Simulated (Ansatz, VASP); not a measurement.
One calculation of C, two programs

The input INCAR:

```
ALGO = Normal
EDIFF = 1E-7
ENCUT = 520
GGA = PS
ISIF = 2
ISMEAR = 0
LASPH = True
LCHARG = False
LREAL = False
LWAVE = False
NBANDS = 11
NELM = 60
PREC = Accurate
SIGMA = 0.02
```

The input KPOINTS:

```
k-points
0
Gamma
  12 12 12
```

Contents of POSCAR:

```
C
1.0
    0.0000000000      1.8562162220      1.8562162220
    1.8562162220      0.0000000000      1.8562162220
    1.8562162220      1.8562162220      0.0000000000
C
2
Direct
    0.5000000000      0.5000000000      0.5000000000
    0.7500000000      0.7500000000      0.7500000000
```

Input for Ansatz:

```yaml
crystal:
  lattice:
    - [0.0, 1.856216222, 1.856216222]
    - [1.856216222, 0.0, 1.856216222]
    - [1.856216222, 1.856216222, 0.0]
  atoms:
    - { symbol: C, position: [0.5, 0.5, 0.5] }
    - { symbol: C, position: [0.75, 0.75, 0.75] }
basis:
  ecutwfc: 420
kpoints:
  mp_grid: { grid: [12, 12, 12] }
hamiltonian:
  xc: pbesol
scf:
  occupations: { method: gaussian, width: 0.02 }
output:
  forces: true
  stress: true
  eigenvalues: true
```

Alike in both runs: task single point; functional PBEsol; k mesh 12 × 12 × 12; occupations gaussian, width 0.02 eV; no spin polarisation.

|  | VASP | Ansatz |
| --- | --- | --- |
| version | VASP 6.6.1 | Ansatz 0.2.0 |
| potentials or method | VASP PAW PBE potentials, release 64 (C), cutoff 520 eV | scalar-relativistic, plane waves, PAW |
| valence electrons in the cell | 8 | 8 |

VASP gave:

```
gap on the k mesh at the Fermi level (eV) : 3.77
least direct gap on the mesh (eV)         : 5.21
pressure (GPa)                            : -45.6
```

Task: What did Ansatz give for the same quantities?

Result: gap on the k mesh at the Fermi level (eV): 3.77; least direct gap on the mesh (eV): 5.22; pressure (GPa): -46.2.

VASP's potentials were made for PBE, not for PBEsol. Both programs put the cell under strong tension, so it lies far from rest at this level. The functional is the same, so the differences come from potentials, cutoffs and numerics.

Noted on VASP's run: the cell as given lies far from equilibrium.
